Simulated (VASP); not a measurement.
Here is a VASP 6.6.1 calculation.

File INCAR:

```
  PREC = Accurate
  ENCUT = 500
  EDIFF = 1E-6
  ISMEAR = 0
  SIGMA = 0.1
  LREAL = F
  LASPH = T
  NELM = 200
  ALGO = Normal
  ISIF = 2
  LWAVE = F
  LCHARG = F
  GGA = PE
  NBANDS = 40
  GGA_COMPAT = F
  LMAXMIX = 6
```

Contents of KPOINTS:

```
regular mesh
0
Gamma
  4 4 2
```

The input POSCAR:

```
Sm4TaI
1.0
    5.1751893700      0.0000000000      0.0000000000
    0.0000000000      5.1751893700      0.0000000000
    0.0000000000      0.0000000000      7.7613770100
Sm Ta I
4 1 1
Direct
    0.0000000000      0.5000000000      0.2818692900
    0.5000000000      0.0000000000      0.2818692900
    0.0000000000      0.5000000000      0.7181307100
    0.5000000000      0.0000000000      0.7181307100
    0.5000000000      0.5000000000      0.0000000000
    0.5000000000      0.5000000000      0.5000000000
```

Potentials or basis: VASP PAW PBE potentials, release 64 (Sm_3, Ta_pv, I), 4f in core.

Launch:

```bash
$ cat potpaw_PBE.64/Sm_3/POTCAR potpaw_PBE.64/Ta_pv/POTCAR potpaw_PBE.64/I/POTCAR > POTCAR
$ mpirun -np 1 vasp_std > vasp.out
```

Question: Predict the band gap on the k mesh.

Answer: Zero (bands 31 and 32 overlap by 0.24 eV).

Question: What does it give for the largest force?

Answer: 1.771 eV/Å.

Question: Predict the pressure.

Answer: -0.6 GPa.

Stress tensor (GPa, compression positive):
```
 0.01  0.00  0.00
 0.00  0.01  0.00
 0.00  0.00 -1.86
```

Caveat: the k points lie up to 0.40 Å⁻¹ apart; spin-orbit coupling is left out, which moves the levels of the heavy elements; the 4f electrons are frozen in the core, so they carry no moment and show no levels; the run has no spin polarisation, though such a crystal can be magnetic; forces of over 1 eV/Å act on the atoms, so gaps and moduli don't describe the material at rest. Spin polarisation is off, so any magnetic state and its effect on volume and gap are missing.
